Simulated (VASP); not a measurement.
# ZnCu (Pm-3m) in VASP: notebook

ZnCu is run at these levels: PBEsol+D3(BJ), PBEsol+D4, LDA; tasks: relaxation of cell and atoms, single point.

All numbers are computed with VASP 6.6.1; they aren't measurements. Logs are shortened: lines on timing, memory, paths and dates and some standing lists are left out, and cuts for length are marked.

### 1 The cell of the first run

Symmetry: Pm-3m, No. 221, cubic system. Conventional cell: a = 2.945 Å, b = 2.945 Å, c = 2.945 Å, α = 90.00°, β = 90.00°, γ = 90.00°. Within 3.4 Å of Zn (site symmetry m-3m) lie 8 Cu at 2.55 Å and 6 Zn at 2.94 Å. Cu (site symmetry m-3m) has 8 Zn at 2.55 Å and 6 Cu at 2.94 Å within 3.4 Å.

### 2 Relaxation of cell and atoms, PBEsol+D3(BJ)

Input file INCAR:

```
SYSTEM = ZnCu
  PREC = Accurate
  ENCUT = 600
  EDIFF = 1E-6
  ISMEAR = -1
  SIGMA = 0.05
  LREAL = .False.
  LASPH = .True.
  NELM = 80
  ALGO = Fast
  ISIF = 3
  LWAVE = .False.
  LCHARG = .False.
  GGA = PS
  IVDW = 12
  IBRION = 2
  NSW = 60
  EDIFFG = -0.01
```

Input file KPOINTS:

```
regular mesh
0
Gamma
  9 9 9
  0 0 0
```

Input file POSCAR:

```
ZnCu
1.0
    2.9450000000      0.0000000000      0.0000000000
    0.0000000000      2.9450000000      0.0000000000
    0.0000000000      0.0000000000      2.9450000000
Zn Cu
1 1
Direct
    0.5000000000      0.5000000000      0.5000000000
    0.0000000000      0.0000000000      0.0000000000
```

Potentials or basis: VASP PAW PBE potentials, release 64 (Zn, Cu).

The run is started by

```
> cat potpaw_PBE.64/Zn/POTCAR potpaw_PBE.64/Cu/POTCAR > POTCAR
> mpirun -np 1 vasp_std > vasp.out
```

OUTCAR:

```text
SYSTEM = ZnCu
   PREC = Accurate
   ENCUT = 600
   EDIFF = 1E-6
   ISMEAR = -1
   LREAL = .False.
   LASPH = .True.
   NELM = 80
   ISIF = 3
   GGA = PS
   IVDW = 12
   IBRION = 2
   NSW = 60
   EDIFFG = -0.01
 IVDW          = 12

 ion  position               nearest neighbor table
   1  0.500  0.500  0.500-   2 2.55   2 2.55   2 2.55   2 2.55   2 2.55   2 2.55   2 2.55   2 2.55

   2  0.000  0.000  0.000-   1 2.55   1 2.55   1 2.55   1 2.55   1 2.55   1 2.55   1 2.55   1 2.55

  LATTYP: Found a simple cubic cell.
 ALAT       =     2.9450000000

  Lattice vectors:

 A1 = (   2.9450000000,   0.0000000000,   0.0000000000)
 A2 = (   0.0000000000,   2.9450000000,   0.0000000000)
 A3 = (   0.0000000000,   0.0000000000,   2.9450000000)

Analysis of symmetry for initial positions (statically):
=====================================================================
 Subroutine PRICEL returns:
 Original cell was already a primitive cell.

 Routine SETGRP: Setting up the symmetry group for a
 simple cubic supercell.

 Subroutine GETGRP returns: Found 48 space group operations
 (whereof 48 operations were pure point group operations)
 out of a pool of 48 trial point group operations.

The static configuration has the point symmetry O_h .

Analysis of symmetry for dynamics (positions and initial velocities):
=====================================================================
 Subroutine PRICEL returns:
 Original cell was already a primitive cell.

 Routine SETGRP: Setting up the symmetry group for a
 simple cubic supercell.

 Subroutine GETGRP returns: Found 48 space group operations
 (whereof 48 operations were pure point group operations)
 out of a pool of 48 trial point group operations.

The dynamic configuration has the point symmetry O_h .

 Subroutine INISYM returns: Found 48 space group operations
 (whereof 48 operations are pure point group operations),
 and found     1 'primitive' translations

----------------------------------------------------------------------------------------

                                     Primitive cell

  volume of cell :      25.5421

  direct lattice vectors                    reciprocal lattice vectors
     2.945000000  0.000000000  0.000000000     0.339558574  0.000000000  0.000000000
     0.000000000  2.945000000  0.000000000     0.000000000  0.339558574  0.000000000
     0.000000000  0.000000000  2.945000000     0.000000000  0.000000000  0.339558574

  length of vectors
     2.945000000  2.945000000  2.945000000     0.339558574  0.339558574  0.339558574

  position of ions in fractional coordinates (direct lattice)
     0.500000000  0.500000000  0.500000000
     0.000000000  0.000000000  0.000000000

  ion indices of the primitive-cell ions
   primitive index   ion index
                 1           1
                 2           2

----------------------------------------------------------------------------------------

 KPOINTS: regular mesh

Automatic generation of k-mesh.
 Grid dimensions read from file:
 generate k-points for:    9    9    9

 Generating k-lattice:

  Cartesian coordinates                     Fractional coordinates (reciprocal lattice)
     0.037728730  0.000000000  0.000000000     0.111111111  0.000000000  0.000000000
     0.000000000  0.037728730  0.000000000     0.000000000  0.111111111  0.000000000
     0.000000000  0.000000000  0.037728730     0.000000000  0.000000000  0.111111111

  Length of vectors
     0.037728730  0.037728730  0.037728730

  Shift w.r.t. Gamma in fractional coordinates (k-lattice)
     0.000000000  0.000000000  0.000000000

 Subroutine IBZKPT returns following result:
 ===========================================

 Found     35 irreducible k-points:

 Following reciprocal coordinates:
            Coordinates               Weight
  0.000000  0.000000  0.000000      1.000000
  0.111111  0.000000  0.000000      6.000000
  0.222222  0.000000  0.000000      6.000000
  0.333333  0.000000  0.000000      6.000000
  0.444444  0.000000  0.000000      6.000000
  0.111111  0.111111  0.000000     12.000000
[... 16 lines left out ...]
  0.333333  0.333333  0.111111     24.000000
  0.444444  0.333333  0.111111     48.000000
 [... further k-points ...]
   k-points           NKPTS =     35   k-points in BZ     NKDIM =     35   number of bands    NBANDS=     15
   number of dos      NEDOS =    301   number of ions     NIONS =      2
   total plane-waves  NPLWV =  13824
   dimension x,y,z NGX =    24 NGY =   24 NGZ =   24
   dimension x,y,z NGXF=    48 NGYF=   48 NGZF=   48
   ions per type =               1   1
   NGX,Y,Z   is equivalent  to a cutoff of  13.55, 13.55, 13.55 a.u.
   NGXF,Y,Z  is equivalent  to a cutoff of  27.10, 27.10, 27.10 a.u.
 SYSTEM =  ZnCu
   PREC   = accura    normal or accurate (medium, high low for compatibility)
   ISTART =      0    job   : 0-new  1-cont  2-samecut
   ICHARG =      2    charge: 1-file 2-atom 10-const
   ISPIN  =      1    spin polarized calculation?
   LNONCOLLINEAR =      F non collinear calculations
   LSORBIT =      F    spin-orbit coupling
   LASPH  =      T    aspherical Exc in radial PAW
   ENCUT  =  600.0 eV  44.10 Ry    6.64 a.u.   5.88  5.88  5.88*2*pi/ulx,y,z
   NELM   =     80;   NELMIN=  2; NELMDL= -5     # of ELM steps
   EDIFF  = 0.1E-05   stopping-criterion for ELM
   LREAL  =      F    real-space projection
   EDIFFG = -.1E-01   stopping-criterion for IOM
   NSW    =     60    number of steps for IOM
   IBRION =      2    ionic relax: 0-MD 1-quasi-New 2-CG
   NFREE  =      1    steps in history (QN), initial steepest desc. (CG)
   ISIF   =      3    stress and relaxation
   ISYM   =      2    0-nonsym 1-usesym 2-fastsym
   POTIM  = 0.5000    time-step for ionic-motion
   TEBEG  =    0.0;   TEEND  =   0.0 temperature during run
   PSTRESS=    0.0 pullay stress
   NELECT =      23.0000    total number of electrons
   NUPDOWN=      -1.0000    fix difference up-down
   EMIN   =  10.00;   EMAX   =-10.00  energy-range for DOS
   EFERMI =   0.00;   METHOD = LEGACY
   ISMEAR =    -1;   SIGMA  =   0.05  broadening in eV -4-tet -1-fermi 0-gaus
   EFERMI_NEDOS =   21; number of points for ismear=-14 and -15
   IALGO  =     68    algorithm
   IMIX   =      4    mixing-type and parameters
     AMIX     =   0.40;   BMIX     =  1.00
     AMIX_MAG =   1.60;   BMIX_MAG =  1.00
  volume/ion in A,a.u.               =      12.77        86.18
  Fermi-wavevector in a.u.,A,eV,Ry     =   1.580880  2.987429 34.003415  2.499180
  Thomas-Fermi vector in A             =   2.681040
   LORBIT       =      0    0 simple, 1 ext, 2 COOP (PROOUT), +10 PAW based schemes
   GGA     = PS    functional components
   LHFCALC =     F    Hartree Fock is set to
   AEXX    =    0.0000 exact exchange contribution
   IVDW    =    12    specifies the selected vdW correction
   LEPSILON=     F    determine dielectric tensor
   LRPA    =     F    only Hartree local field effects (RPA)
 conjugate gradient relaxation of ions
 non-spin polarized calculation
 RMM-DIIS sequential band-by-band and
  energy-cutoff  :      600.00
  volume of cell :       25.54
 maximum number of plane-waves:       870
 NGX is ok and might be reduce to    24
   NGX = 11   NGY = 11   NGZ = 11

--------------------------------------- Ionic step        1  -------------------------------------------

 number of electron      23.0000000 magnetization

 Free energy of the ion-electron system (eV)
  ---------------------------------------------------
  ext. energy  EPLUGINS =         0.00000000
  ---------------------------------------------------
  free energy    TOTEN  =        -6.07300982 eV

  energy without entropy =       -6.06876979  energy(sigma->0) =       -6.07088980

------------------------ aborting loop because EDIFF is reached ----------------------------------------

 Edisp (eV)   -0.91007

 E8    (eV) :    -0.5910

  FORCE on cell =-STRESS in cart. coord.  units (eV):
  Direction    XX          YY          ZZ          XY          YZ          ZX
  --------------------------------------------------------------------------------------
  -------------------------------------------------------------------------------------
  Total      -1.52944    -1.52944    -1.52944     0.00000    -0.00000     0.00000
  in kB     -95.93744   -95.93744   -95.93744     0.00000    -0.00000     0.00000
  external pressure =      -95.94 kB  Pullay stress =        0.00 kB
[... 221 lines left out ...]
  energy  without entropy=       -7.0388302926  energy(sigma->0) =       -7.04077360

--------------------------------------- Ionic step        7  -------------------------------------------

 number of electron      22.9999979 magnetization

 Free energy of the ion-electron system (eV)
  ---------------------------------------------------
  ext. energy  EPLUGINS =         0.00000000
  ---------------------------------------------------
  free energy    TOTEN  =        -6.06069420 eV

  energy without entropy =       -6.05680601  energy(sigma->0) =       -6.05875011

 E-fermi :   6.1658     XC(G=0): -12.9973

 val. band max:        6.0679930715   @ k =   0.3333   0.2222   0.0000
 cond. band min:       6.2586537133   @ k =   0.4444   0.4444   0.2222
 fundamental gap:      0.1906606418
 Fermi energy:         6.1658269224

 k-point     1 :       0.0000    0.0000    0.0000
  band No.  band energies     occupation
      1      -4.8599      2.00000
      2      -1.9871      2.00000
      3      -1.9871      2.00000
      4      -1.1528      2.00000
      5      -1.1528      2.00000
      6      -1.1528      2.00000
      7       2.3181      2.00000
      8       2.3181      2.00000
      9       3.2476      2.00000
     10       3.2476      2.00000
     11       3.2476      2.00000
     12      12.5802      0.00000
     13      12.5802      0.00000
     14      12.5802      0.00000
     15      17.8647      0.00000
[... 397 lines left out ...]
 k-point    24 :       0.4444    0.3333    0.1111
  band No.  band energies     occupation
      1      -2.0549      2.00000
      2      -1.7478      2.00000
      3      -1.4861      2.00000
      4      -1.4190      2.00000
      5      -1.0595      2.00000
      6       0.7650      2.00000
      7       1.9526      2.00000
      8       2.5649      2.00000
      9       2.6871      2.00000
     10       3.1661      2.00000
     11       3.6465      2.00000
     12       4.9247      2.00000
     13       9.6466      0.00000
     14      11.5465      0.00000
     15      16.8633      0.00000

 [... further k-points ...]

------------------------ aborting loop because EDIFF is reached ----------------------------------------

 Edisp (eV)   -0.98205

 E8    (eV) :    -0.6377

  FORCE on cell =-STRESS in cart. coord.  units (eV):
  Direction    XX          YY          ZZ          XY          YZ          ZX
  --------------------------------------------------------------------------------------
  -------------------------------------------------------------------------------------
  Total      -0.00636    -0.00636    -0.00636     0.00000     0.00000     0.00000
  in kB      -0.43040    -0.43040    -0.43040     0.00000     0.00000     0.00000
  external pressure =       -0.43 kB  Pullay stress =        0.00 kB
[... 17 lines left out ...]
  FREE ENERGIE OF THE ION-ELECTRON SYSTEM (eV)
  ---------------------------------------------------
  free  energy   TOTEN  =        -7.0427474901 eV

  energy  without entropy=       -7.0388593070  energy(sigma->0) =       -7.04080340

 reached required accuracy - stopping structural energy minimisation
```

Wall time 2 min (1 thread of Intel Xeon 8259CL, shared host); peak memory 0.16 GiB.

What came out:

| Item | Value |
| --- | --- |
| Free energy | -7.0427 eV |
| Relaxed volume | 11.84 Å³/atom |
| Relaxed cell | a = 2.872 Å, b = 2.872 Å, c = 2.872 Å, α = 90.00°, β = 90.00°, γ = 90.00° |
| Space group after relaxing (to 0.05 Å) | Pm-3m (No. 221) |
| Energy gained by relaxing | 29.8 meV/atom |
| Ionic steps | 7 |
| Pressure after relaxing | 0.0 GPa |
| Dispersion energy per atom | -0.491 eV |

Step by step:
```
step  energy change (eV)  largest force (eV/Å)  pressure (GPa)  volume (Å³)
   1              0.0000                0.0000           -9.59        25.54
   2             -0.0431                0.0000            6.23        22.82
   3             -0.0597                0.0000           -1.16        23.69
   4             -0.0593                0.0000            0.92        23.55
   5             -0.0596                0.0000            0.19        23.61
   6             -0.0596                0.0000            0.14        23.65
   7             -0.0597                0.0000           -0.04        23.68
```

Final structure:
```
Zn Cu
1.0
     2.87178    0.00000    0.00000
     0.00000    2.87178    0.00000
     0.00000    0.00000    2.87178
Zn Cu
1 1
Direct
  0.50000 0.50000 0.50000
  0.00000 0.00000 0.00000
```

Levels at points of the mesh, in eV from the Fermi level:
```csv
k point,band 7,band 8,band 9,band 10,band 11,band 12,band 13,band 14,band 15
"(0.00, 0.00, 0.00)",-3.85,-3.85,-2.92,-2.92,-2.92,6.41,6.41,6.41,11.70
```

Caveat: the PAW data sets were made with another functional, which shifts forces and pressure a little; pairwise dispersion overbinds metals, which lowers pressure and volume.

(Continued in part 2 of 2.)
